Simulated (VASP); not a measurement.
# AlN (P6_3mc) in VASP: a series of runs

AlN is run at these levels: LDA; tasks: single point.

Everything below comes from runs of VASP 6.6.1. Logs are shortened: lines on timing, memory, paths and dates and some standing lists are left out, and cuts for length are marked.

**1. The cell of the first run**

The structure is hexagonal, space group P6_3mc (No. 186). The conventional cell has a = 3.018 Å, b = 3.018 Å, c = 5.127 Å, α = 90.00°, β = 90.00°, γ = 120.00°. Within 2.4 Å of Al (site symmetry 3m) lie 4 N at 1.84 to 1.97 Å. Within 2.4 Å of N (site symmetry 3m) lie 4 Al at 1.84 to 1.97 Å.

**2. Single point, LDA (strain -0.030 along x and y, +0.030 along z)**

Contents of INCAR:

```
  ALGO = Normal
  EDIFF = 1E-6
  ENCUT = 520
  GGA = CA
  ISIF = 2
  ISMEAR = 0
  LASPH = True
  LCHARG = True
  LELF = True
  LREAL = False
  LVHAR = True
  LWAVE = False
  NBANDS = 16
  NELM = 60
  PREC = Accurate
  SIGMA = 0.05
```

Contents of KPOINTS:

```
k-points
0
Gamma
  9 9 6
```

Contents of POSCAR:

```
AlN
1.0
    3.0176720870      0.0000000000      0.0000000000
   -1.5088360435      2.6133806877      0.0000000000
    0.0000000000      0.0000000000      5.1273400000
Al N
2 2
Direct
    0.3333333333      0.6666666667      0.0000000000
    0.6666666667      0.3333333333      0.5000000000
    0.3333333333      0.6666666667      0.3850000000
    0.6666666667      0.3333333333      0.8850000000
```

Potentials or basis: VASP PAW LDA potentials, release 64 (Al, N).

Launch:

```console
$ cat potpaw_LDA.64/Al/POTCAR potpaw_LDA.64/N/POTCAR > POTCAR
$ mpirun -np 1 vasp_std > vasp.out
```

OUTCAR:

```text
EDIFF = 1E-6
   ENCUT = 520
   GGA = CA
   ISIF = 2
   ISMEAR = 0
   LASPH = True
   LREAL = False
   NELM = 60
   PREC = Accurate

 ion  position               nearest neighbor table
   1  0.333  0.667  0.000-   4 1.84   4 1.84   4 1.84   3 1.97   2 3.10   2 3.10   2 3.10   2 3.10
                             2 3.10   2 3.10
   2  0.667  0.333  0.500-   3 1.84   3 1.84   3 1.84   4 1.97   1 3.10   1 3.10   1 3.10   1 3.10
                             1 3.10   1 3.10
   3  0.333  0.667  0.385-   2 1.84   2 1.84   2 1.84   1 1.97
   4  0.667  0.333  0.885-   1 1.84   1 1.84   1 1.84   2 1.97

  LATTYP: Found a hexagonal cell.
 ALAT       =     3.0176720870
 C/A-ratio  =     1.6991044263

  Lattice vectors:

 A1 = (   3.0176720870,   0.0000000000,   0.0000000000)
 A2 = (  -1.5088360435,   2.6133806877,   0.0000000000)
 A3 = (   0.0000000000,   0.0000000000,   5.1273400000)

Analysis of symmetry for initial positions (statically):
=====================================================================
 Subroutine PRICEL returns:
 Original cell was already a primitive cell.

 Routine SETGRP: Setting up the symmetry group for a
 hexagonal supercell.

 Subroutine GETGRP returns: Found 12 space group operations
 (whereof  6 operations were pure point group operations)
 out of a pool of 24 trial point group operations.

The static configuration has the point symmetry C_3v.
 The point group associated with its full space group is C_6v.

Analysis of symmetry for dynamics (positions and initial velocities):
=====================================================================
 Subroutine PRICEL returns:
 Original cell was already a primitive cell.

 Routine SETGRP: Setting up the symmetry group for a
 hexagonal supercell.

 Subroutine GETGRP returns: Found 12 space group operations
 (whereof  6 operations were pure point group operations)
 out of a pool of 24 trial point group operations.

The dynamic configuration has the point symmetry C_3v.
 The point group associated with its full space group is C_6v.

 Subroutine INISYM returns: Found 12 space group operations
 (whereof  6 operations are pure point group operations),
 and found     1 'primitive' translations

----------------------------------------------------------------------------------------

[... 91 lines left out ...]
   LNONCOLLINEAR =      F non collinear calculations
   LSORBIT =      F    spin-orbit coupling
   LASPH  =      T    aspherical Exc in radial PAW
   ENCUT  =  520.0 eV  38.22 Ry    6.18 a.u.   5.61  5.61  9.53*2*pi/ulx,y,z
   NELM   =     60;   NELMIN=  2; NELMDL= -5     # of ELM steps
   EDIFF  = 0.1E-05   stopping-criterion for ELM
   LREAL  =      F    real-space projection
   EDIFFG = 0.1E-04   stopping-criterion for IOM
   NSW    =      0    number of steps for IOM
   IBRION =     -1    ionic relax: 0-MD 1-quasi-New 2-CG
   NFREE  =      0    steps in history (QN), initial steepest desc. (CG)
   ISIF   =      2    stress and relaxation
   ISYM   =      2    0-nonsym 1-usesym 2-fastsym
   POTIM  = 0.5000    time-step for ionic-motion
   TEBEG  =    0.0;   TEEND  =   0.0 temperature during run
   PSTRESS=    0.0 pullay stress
   NELECT =      16.0000    total number of electrons
   NUPDOWN=      -1.0000    fix difference up-down
   EMIN   =  10.00;   EMAX   =-10.00  energy-range for DOS
   EFERMI =   0.00;   METHOD = LEGACY
   ISMEAR =     0;   SIGMA  =   0.05  broadening in eV -4-tet -1-fermi 0-gaus
   EFERMI_NEDOS =   21; number of points for ismear=-14 and -15
   IALGO  =     38    algorithm
   IMIX   =      4    mixing-type and parameters
     AMIX     =   0.40;   BMIX     =  1.00
     AMIX_MAG =   1.60;   BMIX_MAG =  1.00
  volume/ion in A,a.u.               =      10.11        68.22
  Fermi-wavevector in a.u.,A,eV,Ry     =   1.201875  2.271214 19.653655  1.444503
  Thomas-Fermi vector in A             =   2.337672
   LORBIT       =      0    0 simple, 1 ext, 2 COOP (PROOUT), +10 PAW based schemes
   GGA     = CA    functional components
   LHFCALC =     F    Hartree Fock is set to
   AEXX    =    0.0000 exact exchange contribution
   IVDW    =     0    specifies the selected vdW correction
   LEPSILON=     F    determine dielectric tensor
   LRPA    =     F    only Hartree local field effects (RPA)
 non-spin polarized calculation
 Gauss-broadening in eV      SIGMA  =   0.05
  energy-cutoff  :      520.00
  volume of cell :       40.44
 maximum number of plane-waves:      1117
 NGX is ok and might be reduce to    24
   NGX = 11   NGY = 11   NGZ = 19

 number of electron      15.9999997 magnetization

 Free energy of the ion-electron system (eV)
  ---------------------------------------------------
  ext. energy  EPLUGINS =         0.00000000
  ---------------------------------------------------
  free energy    TOTEN  =       -32.68427050 eV

  energy without entropy =      -32.68427050  energy(sigma->0) =      -32.68427050

 E-fermi :   6.2887     XC(G=0): -11.3852

 val. band max:        6.0332254452   @ k =   0.0000   0.0000   0.0000
 cond. band min:      10.5829251030   @ k =   0.0000   0.0000   0.0000
 fundamental gap:      4.5496996579
 Fermi energy:         6.2887185715

 k-point     1 :       0.0000    0.0000    0.0000
  band No.  band energies     occupation
      1      -9.0302      2.00000
      2      -6.9820      2.00000
      3      -0.1287      2.00000
      4       5.5277      2.00000
      5       5.5277      2.00000
      6       6.0164      2.00000
[... 433 lines left out ...]
      3       1.3499      2.00000
      4       1.9732      2.00000
      5       1.9732      2.00000
      6       3.1567      2.00000
[... 8 lines left out ...]
     15      19.4201      0.00000
     16      21.8198      0.00000

 [... further k-points ...]
[... 5 lines left out ...]
  --------------------------------------------------------------------------------------
  -------------------------------------------------------------------------------------
  Total        3.4764290      3.4764290     -3.3234668      0.0000000     -0.0000000      0.0000000
  in kB      137.7453990    137.7453990   -131.6846300      0.0000000     -0.0000000      0.0000000
  external PRESSURE =      47.9353893 kB  Pullay stress =       0.0000000 kB

 VOLUME and BASIS-vectors are now :
 -----------------------------------------------------------------------------
  energy-cutoff  :      520.00
  volume of cell :       40.44
      direct lattice vectors                 reciprocal lattice vectors
     3.017672087  0.000000000  0.000000000     0.331381267  0.191323064  0.000000000
    -1.508836043  2.613380688  0.000000000     0.000000000  0.382646128  0.000000000
     0.000000000  0.000000000  5.127340000     0.000000000  0.000000000  0.195032902

 POSITION                                       TOTAL-FORCE (eV/Angst)
 -----------------------------------------------------------------------------------
     -0.00000      1.74225      0.00000        -0.000000      0.000000      0.783450
      1.50884      0.87113      2.56367        -0.000000      0.000000      0.783450
     -0.00000      1.74225      1.97403        -0.000000      0.000000     -0.783450
      1.50884      0.87113      4.53770         0.000000      0.000000     -0.783450
 -----------------------------------------------------------------------------------
    total drift:                               -0.000000     -0.000000     -0.001099

  FREE ENERGIE OF THE ION-ELECTRON SYSTEM (eV)
  ---------------------------------------------------
  free  energy   TOTEN  =       -32.6842704988 eV

  energy  without entropy=      -32.6842704988  energy(sigma->0) =      -32.68427050
```

OSZICAR:

```text
N       E                     dE             d eps       ncg     rms          rms(c)
DAV:   1     0.378429330971E+02    0.37843E+02   -0.74442E+03  1536   0.902E+02
DAV:   2    -0.348277032094E+02   -0.72671E+02   -0.66804E+02  2128   0.181E+02
DAV:   3    -0.379519151780E+02   -0.31242E+01   -0.31160E+01  1888   0.383E+01
DAV:   4    -0.379677239445E+02   -0.15809E-01   -0.15808E-01  1920   0.327E+00
DAV:   5    -0.379678779077E+02   -0.15396E-03   -0.15396E-03  1936   0.314E-01    0.126E+01
DAV:   6    -0.328086241287E+02    0.51593E+01   -0.11837E+01  1624   0.244E+01    0.447E+00
DAV:   7    -0.327473769901E+02    0.61247E-01   -0.52649E-01  1864   0.477E+00    0.287E+00
DAV:   8    -0.326871812972E+02    0.60196E-01   -0.67541E-02  1760   0.216E+00    0.339E-01
DAV:   9    -0.326841918959E+02    0.29894E-02   -0.50842E-03  1936   0.514E-01    0.211E-01
DAV:  10    -0.326843180044E+02   -0.12611E-03   -0.58148E-04  1656   0.162E-01    0.879E-02
DAV:  11    -0.326842701324E+02    0.47872E-04   -0.11411E-04  1832   0.807E-02    0.128E-02
DAV:  12    -0.326842704988E+02   -0.36633E-06   -0.38429E-06  1880   0.136E-02
   1 F= -.32684270E+02 E0= -.32684270E+02  d E =-.539050E-15
```

stdout:

```text
POSCAR found type information on POSCAR AlN
 POSCAR found :  2 types and       4 ions
 scaLAPACK will be used
 LDA part: xc-table for (Slater(with rela. corr.)+CA(PZ))
 , standard interpolation
 POSCAR, INCAR and KPOINTS ok, starting setup
 FFT: planning ... GRIDC
 FFT: planning ... GRID_SOFT
 FFT: planning ... GRID
 WAVECAR not read
 entering main loop
```

It took 42 s on 1 thread of AMD EPYC 7R13, shared host; peak memory 0.12 GiB.

Results:

| Quantity | Value |
| --- | --- |
| Free energy | -32.6843 eV |
| Pressure | 4.8 GPa |
| Largest force | 0.783 eV/Å |
| Band gap on the k mesh | 4.55 eV, direct |

Forces on the atoms (eV/Å):
```
Al   0.000  0.000  0.783
Al   0.000  0.000  0.783
N    0.000  0.000 -0.783
N    0.000  0.000 -0.783
```

Levels at points of the mesh, in eV from the valence-band top:
| k point | band 4 | band 5 | band 6 | band 7 | band 8 | band 9 | band 10 | band 11 | band 12 | band 13 |
| --- | --- | --- | --- | --- | --- | --- | --- | --- | --- | --- |
| (0.00, 0.00, 0.00) | -0.51 | -0.51 | -0.02 | 0.00 | 0.00 | 4.55 | 7.62 | 10.63 | 11.93 | 11.93 |
| (0.00, 0.00, 0.50) | -3.47 | -0.26 | -0.26 | -0.26 | -0.26 | 7.11 | 7.11 | 10.35 | 10.35 | 12.25 |

Caveat: the cell differs from its parent crystal (strain -0.030 along x and y, +0.030 along z).

[end of part 1 of 2]
